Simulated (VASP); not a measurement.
# PbF2 (Fm-3m) in VASP: notebook, part 2 of 2

VASP 6.6.1. The steps go on from the part before.

### Step 3. Single point, PBE, non-collinear spin, zero start, spin-orbit coupling

INCAR

```
SYSTEM = PbF2
PREC     = Accurate       ! precision mode
ENCUT    = 600            ! plane-wave cutoff, eV
EDIFF    = 1E-6           ! SCF threshold, eV
ISMEAR   = -1             ! smearing method
SIGMA    = 0.05           ! smearing width, eV
LREAL    = .FALSE.        ! projectors in reciprocal space
LASPH    = .TRUE.         ! aspherical terms in the spheres
NELM     = 200            ! most SCF steps
ALGO     = Normal         ! electronic algorithm
ISIF     = 2              ! what is computed and relaxed
LWAVE    = .FALSE.        ! write WAVECAR
LCHARG   = .TRUE.         ! write CHGCAR
MAGMOM   = 0 0 0 0 0 0 0 0 0 ! initial moments
LORBIT   = 11             ! projections on sites
LSORBIT  = .TRUE.         ! spin-orbit coupling
GGA_COMPAT= .FALSE.      
LORBMOM  = .TRUE.       
GGA      = PE             ! functional
LVHAR    = .TRUE.       
NBANDS   = 41             ! bands
```

KPOINTS

```
regular mesh
0
G
  6 6 6
  0 0 0
```

POSCAR

```
PbF2
1.0
    0.0000000000      2.9636600000      2.9636600000
    2.9636600000      0.0000000000      2.9636600000
    2.9636600000      2.9636600000      0.0000000000
Pb F
1 2
Direct
    0.0000000000      0.0000000000      0.0000000000
    0.7500000000      0.7500000000      0.7500000000
    0.2500000000      0.2500000000      0.2500000000
```

Potentials or basis: VASP PAW PBE potentials, release 64 (Pb_d, F).

Command:

```sh
$ cat potpaw_PBE.64/Pb_d/POTCAR potpaw_PBE.64/F/POTCAR > POTCAR
$ mpirun -np 1 vasp_ncl > vasp.out
```

OUTCAR:

```text
SYSTEM = PbF2
   PREC = Accurate
   ENCUT = 600
   EDIFF = 1E-6
   ISMEAR = -1
   LREAL = .FALSE.
   LASPH = .TRUE.
   NELM = 200
   ISIF = 2
   LORBIT = 11
   LSORBIT = .TRUE.
   GGA = PE

 ion  position               nearest neighbor table
   1  0.000  0.000  0.000-   2 2.57   2 2.57   2 2.57   3 2.57   3 2.57   3 2.57   3 2.57   2 2.57

   2  0.750  0.750  0.750-   1 2.57   1 2.57   1 2.57   1 2.57
   3  0.250  0.250  0.250-   1 2.57   1 2.57   1 2.57   1 2.57

  LATTYP: Found a face centered cubic cell.
 ALAT       =     5.9273200000

  Lattice vectors:

 A1 = (   0.0000000000,   2.9636600000,   2.9636600000)
 A2 = (   2.9636600000,   0.0000000000,   2.9636600000)
 A3 = (   2.9636600000,   2.9636600000,   0.0000000000)

Analysis of symmetry for initial positions (statically):
=====================================================================
 Subroutine PRICEL returns:
 Original cell was already a primitive cell.

 Routine SETGRP: Setting up the symmetry group for a
 face centered cubic supercell.

 Subroutine GETGRP returns: Found 48 space group operations
 (whereof 48 operations were pure point group operations)
 out of a pool of 48 trial point group operations.

The static configuration has the point symmetry O_h .

Analysis of symmetry for dynamics (positions and initial velocities):
=====================================================================
 Subroutine PRICEL returns:
 Original cell was already a primitive cell.

 Routine SETGRP: Setting up the symmetry group for a
 face centered cubic supercell.

 Subroutine GETGRP returns: Found 48 space group operations
 (whereof 48 operations were pure point group operations)
 out of a pool of 48 trial point group operations.

The dynamic configuration has the point symmetry O_h .

Analysis of structural, dynamic, and magnetic symmetry:
=====================================================================
 Subroutine PRICEL returns:
 Original cell was already a primitive cell.

 Routine SETGRP: Setting up the symmetry group for a
[... 889 lines left out ...]
           -0.000   0.000  -0.000

 orbital moment (y)

 # of ion     p       d       tot
 ----------------------------------------
  1         0.000  -0.000  -0.000
  2         0.000   0.000   0.000
  3         0.000   0.000   0.000
 ----------------------------------------
            0.000  -0.000   0.000

 orbital moment (z)

 # of ion     p       d       tot
 ----------------------------------------
  1        -0.000   0.000   0.000
  2        -0.000   0.000  -0.000
  3        -0.000   0.000  -0.000
 ----------------------------------------
           -0.000   0.000  -0.000

 Spin-Orbit-Coupling matrix elements

 Ion:    1  E_soc:     -0.5593631
 l=   1
     0.0000000    -0.0279404    -0.0279404
    -0.0279404     0.0000000    -0.0279404
    -0.0279404    -0.0279404     0.0000000
 l=   2
     0.0000000    -0.0129267     0.0000000    -0.0129267    -0.0523601
    -0.0129267     0.0000000    -0.0392701    -0.0129267    -0.0130900
     0.0000000    -0.0392701     0.0000000    -0.0392701     0.0000000
    -0.0129267    -0.0129267    -0.0392701     0.0000000    -0.0130900
    -0.0523601    -0.0130900     0.0000000    -0.0130900     0.0000000
 l=   3
     0.0000000     0.0000000     0.0000000     0.0000000     0.0000000     0.0000000     0.0000000
     0.0000000     0.0000000     0.0000000     0.0000000     0.0000000     0.0000000     0.0000000
     0.0000000     0.0000000     0.0000000     0.0000000     0.0000000     0.0000000     0.0000000
     0.0000000     0.0000000     0.0000000     0.0000000     0.0000000     0.0000000     0.0000000
[... 29 lines left out ...]
 l=   2
     0.0000000     0.0000000     0.0000000     0.0000000     0.0000000
     0.0000000     0.0000000     0.0000000     0.0000000     0.0000000
     0.0000000     0.0000000     0.0000000     0.0000000     0.0000000
     0.0000000     0.0000000     0.0000000     0.0000000     0.0000000
     0.0000000     0.0000000     0.0000000     0.0000000     0.0000000
 l=   3
     0.0000000     0.0000000     0.0000000     0.0000000     0.0000000     0.0000000     0.0000000
     0.0000000     0.0000000     0.0000000     0.0000000     0.0000000     0.0000000     0.0000000
     0.0000000     0.0000000     0.0000000     0.0000000     0.0000000     0.0000000     0.0000000
     0.0000000     0.0000000     0.0000000     0.0000000     0.0000000     0.0000000     0.0000000
     0.0000000     0.0000000     0.0000000     0.0000000     0.0000000     0.0000000     0.0000000
     0.0000000     0.0000000     0.0000000     0.0000000     0.0000000     0.0000000     0.0000000
     0.0000000     0.0000000     0.0000000     0.0000000     0.0000000     0.0000000     0.0000000

 total charge

# of ion       s       p       d       tot
------------------------------------------
    1        1.553   0.294   9.869  11.716
    2        1.738   4.325   0.000   6.063
    3        1.738   4.325   0.000   6.063
--------------------------------------------------
tot          5.029   8.944   9.869  23.842

 magnetization (x)

# of ion       s       p       d       tot
------------------------------------------
    1        0.000   0.000   0.000   0.000
    2       -0.000   0.000   0.000   0.000
    3        0.000   0.000   0.000   0.000
--------------------------------------------------
tot          0.000   0.000   0.000   0.000

 magnetization (y)

# of ion       s       p       d       tot
------------------------------------------
    1        0.000  -0.000   0.000   0.000
    2        0.000   0.000   0.000   0.000
    3        0.000   0.000   0.000   0.000
--------------------------------------------------
tot          0.000   0.000   0.000   0.000

 magnetization (z)

# of ion       s       p       d       tot
------------------------------------------
    1        0.000  -0.000   0.000  -0.000
    2       -0.000   0.000   0.000   0.000
    3        0.000   0.000   0.000   0.000
--------------------------------------------------
tot          0.000   0.000   0.000   0.000
```

stdout:

```text
POSCAR found type information on POSCAR PbF
 POSCAR found :  2 types and       3 ions
 scaLAPACK will be used
 LDA part: xc-table for (Slater+PW92), standard interpolation
 POSCAR, INCAR and KPOINTS ok, starting setup
 FFT: planning ... GRIDC
 FFT: planning ... GRID_SOFT
 FFT: planning ... GRID
 WAVECAR not read
 entering main loop
```

Wall time 69 s (1 thread of Intel Xeon 6975P-C (Granite Rapids), shared host); peak memory 0.4 GiB.

Results:

- Free energy: -14.6120 eV
- Pressure: 2.3 GPa
- Net moment: 0.00 μB per cell
- Valence electrons inside the program's atomic spheres: Pb 11.72; F 6.06

Moments on the atoms (μB; x, y, z):
```
Pb  0.00 0.00 0.00
F   0.00 0.00 0.00
F   0.00 0.00 0.00
```

### Step 4. Single point, LDA, non-collinear spin, zero start, spin-orbit coupling

INCAR

```
SYSTEM = PbF2
ALGO = Normal
EDIFF = 1E-6
ENCUT = 600
GGA_COMPAT = .False.
ISIF = 2
ISMEAR = -1
LASPH = .True.
LCHARG = .True.
LORBIT = 11
LORBMOM = .True.
LREAL = .False.
LSORBIT = .True.
LVHAR = .True.
LWAVE = .False.
MAGMOM = 0 0 0 0 0 0 0 0 0
NBANDS = 41
NELM = 200
PREC = Accurate
SIGMA = 0.05
```

KPOINTS

```
k-points
0
Gamma
  6 6 6
  0 0 0
```

POSCAR is that of step 3.

Potentials or basis: VASP PAW LDA potentials, release 64 (Pb_d, F).

Command:

```sh
$ cat potpaw_LDA.64/Pb_d/POTCAR potpaw_LDA.64/F/POTCAR > POTCAR
$ mpirun -np 1 vasp_ncl > vasp.out
```

Wall time 65 s (1 thread of Intel Xeon 6975P-C (Granite Rapids), shared host); peak memory 0.32 GiB.

The run converged. Its results:

| Property | Result |
| --- | --- |
| Free energy | -16.2020 eV |
| Pressure | -4.7 GPa |
| Net moment | 0.00 μB per cell |
| Valence electrons inside the program's atomic spheres | Pb 11.71; F 6.03 |

Moments on the atoms (μB; x, y, z):
```
Pb  0.00 0.00 0.00
F   0.00 0.00 0.00
F   0.00 0.00 0.00
```

Caveat: the cell stands under tension.

### Step 5. Single point, PBE-based global hybrid with 25 % exact exchange

POSCAR is that of step 4.

INCAR.step1

```
SYSTEM = PbF2
PREC = Accurate
ENCUT = 520
EDIFF = 1E-5
ISMEAR = -1
SIGMA = 0.05
LREAL = .False.
LASPH = .True.
NELM = 120
ALGO = Normal
ISIF = 2
LWAVE = .True.
GGA = PE
NBANDS = 21
GGA_COMPAT = .False.
```

INCAR.step2

```
SYSTEM = PbF2
PREC = Accurate
ENCUT = 520
EDIFF = 1E-6
ISMEAR = -1
SIGMA = 0.05
LREAL = .False.
LASPH = .True.
NELM = 120
ALGO = Normal
ISIF = 2
LWAVE = .False.
LCHARG = .True.
GGA = PE
LHFCALC = .True.
AEXX = 0.25
PRECFOCK = Normal
LELF = .True.
LVHAR = .True.
ISTART = 1
NBANDS = 21
GGA_COMPAT = .False.
```

KPOINTS

```
Automatic mesh
0
Gamma
  5 5 5
  0 0 0
```

Potentials or basis: VASP PAW PBE potentials, release 64 (Pb_d, F).

Command:

```sh
$ cat potpaw_PBE.64/Pb_d/POTCAR potpaw_PBE.64/F/POTCAR > POTCAR
$ cp INCAR.step1 INCAR
$ mpirun -np 1 vasp_std > vasp.out
$ cp INCAR.step2 INCAR
$ mpirun -np 1 vasp_std > vasp.out
```

OUTCAR:

```text
SYSTEM = PbF2
   PREC = Accurate
   ENCUT = 520
   EDIFF = 1E-6
   ISMEAR = -1
   LREAL = .False.
   LASPH = .True.
   NELM = 120
   ISIF = 2
   GGA = PE
   LHFCALC = .True.
   AEXX = 0.25
   PRECFOCK = Normal
   ISTART = 1

 ion  position               nearest neighbor table
   1  0.000  0.000  0.000-   2 2.57   2 2.57   2 2.57   3 2.57   3 2.57   3 2.57   3 2.57   2 2.57

[... 427 lines left out ...]
------------------------ aborting loop because EDIFF is reached ----------------------------------------

  FORCE on cell =-STRESS in cart. coord.  units (eV):
  Direction    XX          YY          ZZ          XY          YZ          ZX
  --------------------------------------------------------------------------------------
  -------------------------------------------------------------------------------------
  Total        0.2125948      0.2125948      0.2125948      0.0000000      0.0000000      0.0000000
  in kB        6.5425647      6.5425647      6.5425647      0.0000000      0.0000000      0.0000000
  external PRESSURE =       6.5425647 kB  Pullay stress =       0.0000000 kB

 VOLUME and BASIS-vectors are now :
 -----------------------------------------------------------------------------
  energy-cutoff  :      520.00
  volume of cell :       52.06
      direct lattice vectors                 reciprocal lattice vectors
     0.000000000  2.963660000  2.963660000    -0.168710311  0.168710311  0.168710311
     2.963660000  0.000000000  2.963660000     0.168710311 -0.168710311  0.168710311
     2.963660000  2.963660000  0.000000000     0.168710311  0.168710311 -0.168710311

 POSITION                                       TOTAL-FORCE (eV/Angst)
 -----------------------------------------------------------------------------------
      0.00000      0.00000      0.00000        -0.000000     -0.000000      0.000000
      4.44549      4.44549      4.44549        -0.000000     -0.000000      0.000000
      1.48183      1.48183      1.48183         0.000000      0.000000     -0.000000
 -----------------------------------------------------------------------------------
    total drift:                                0.000000     -0.000000      0.000000

  FREE ENERGIE OF THE ION-ELECTRON SYSTEM (eV)
  ---------------------------------------------------
  free  energy   TOTEN  =       -19.0451376126 eV

  energy  without entropy=      -19.0451376126  energy(sigma->0) =      -19.04513761
```

OSZICAR.step1:

```text
N       E                     dE             d eps       ncg     rms          rms(c)
DAV:   1     0.297030225751E+03    0.29703E+03   -0.14837E+04   433   0.155E+03
DAV:   2     0.105726116770E+02   -0.28646E+03   -0.26803E+03   445   0.424E+02
DAV:   3    -0.155368941559E+02   -0.26110E+02   -0.25807E+02   490   0.138E+02
DAV:   4    -0.162464038052E+02   -0.70951E+00   -0.70902E+00   501   0.241E+01
DAV:   5    -0.162689125517E+02   -0.22509E-01   -0.22508E-01   533   0.435E+00    0.800E+00
DAV:   6    -0.143388414191E+02    0.19301E+01   -0.87139E+00   571   0.232E+01    0.265E+00
DAV:   7    -0.143387970270E+02    0.44392E-04   -0.45614E-01   445   0.408E+00    0.157E+00
DAV:   8    -0.143365812335E+02    0.22158E-02   -0.10526E-01   440   0.356E+00    0.563E-01
DAV:   9    -0.143328782328E+02    0.37030E-02   -0.20810E-02   564   0.109E+00    0.103E-01
DAV:  10    -0.143340231814E+02   -0.11449E-02   -0.15555E-03   445   0.333E-01    0.335E-02
DAV:  11    -0.143340097236E+02    0.13458E-04   -0.12936E-04   473   0.969E-02    0.949E-03
DAV:  12    -0.143340205990E+02   -0.10875E-04   -0.27316E-05   445   0.409E-02    0.897E-03
DAV:  13    -0.143340189794E+02    0.16196E-05   -0.74078E-06   335   0.277E-02
   1 F= -.14334019E+02 E0= -.14334019E+02  d E =-.244355E-10
```

It took 45 min on 1 thread of Intel Xeon 8259CL, shared host; peak memory 0.2 GiB.

Results:

```yaml
Free_energy: -19.0451 eV
Pressure: 0.7 GPa
Band_gap_on_the_k_mesh: 6.58 eV (least direct gap 6.84 eV)
```

Levels at points of the mesh, in eV from the valence-band top:
| k point | band 10 | band 11 | band 12 | band 13 | band 14 | band 15 | band 16 | band 17 | band 18 | band 19 |
| --- | --- | --- | --- | --- | --- | --- | --- | --- | --- | --- |
| (0.00, 0.00, 0.00) | -3.12 | -3.12 | -2.58 | -2.58 | -2.58 | 9.01 | 9.01 | 9.01 | 12.77 | 17.50 |

Caveat: the PAW data sets were made with another functional, which shifts forces and pressure a little; spin-orbit coupling is left out, which moves the levels of the heavy elements; an odd mesh through Γ misses points on the zone boundary, where band edges can lie.

### Step 6. Summary

| task | level | potentials or basis | spin | cell | k mesh | cutoff (eV) | grid for exact exchange (PRECFOCK) | share of exact exchange | gap on the mesh (eV) | pressure (GPa) | moment (μB) |
| --- | --- | --- | --- | --- | --- | --- | --- | --- | --- | --- | --- |
| relaxation of cell and atoms | LDA | VASP PAW LDA potentials, release 64 (Pb_d, F) | off | relaxed | 8 × 8 × 8 | 600 | - | - | 4.20 | 0.0 | - |
| single point | PBE | VASP PAW PBE potentials, release 64 (Pb_d, F) | non-collinear, zero start, SOC | as given | 6 × 6 × 6 | 600 | - | - | - | 2.3 | 0.00 |
| single point | LDA | VASP PAW LDA potentials, release 64 (Pb_d, F) | non-collinear, zero start, SOC | as given | 6 × 6 × 6 | 600 | - | - | - | -4.7 | 0.00 |
| single point | PBE-based global hybrid with 25 % exact exchange | VASP PAW PBE potentials, release 64 (Pb_d, F) | off | as given | 5 × 5 × 5 | 520 | Normal | 0.25 | 6.58 | 0.7 | - |

Alike in all rows: smearing fermi-dirac 0.05 eV.

Caveats: spin-orbit coupling is left out, which moves the levels of the heavy elements (at least some runs); the cell stands under tension (at least some runs); the PAW data sets were made with another functional, which shifts forces and pressure a little (at least some runs); an odd mesh through Γ misses points on the zone boundary, where band edges can lie (at least some runs).

Total energies depend on the potentials used, so only differences within one code and one set of settings carry meaning.
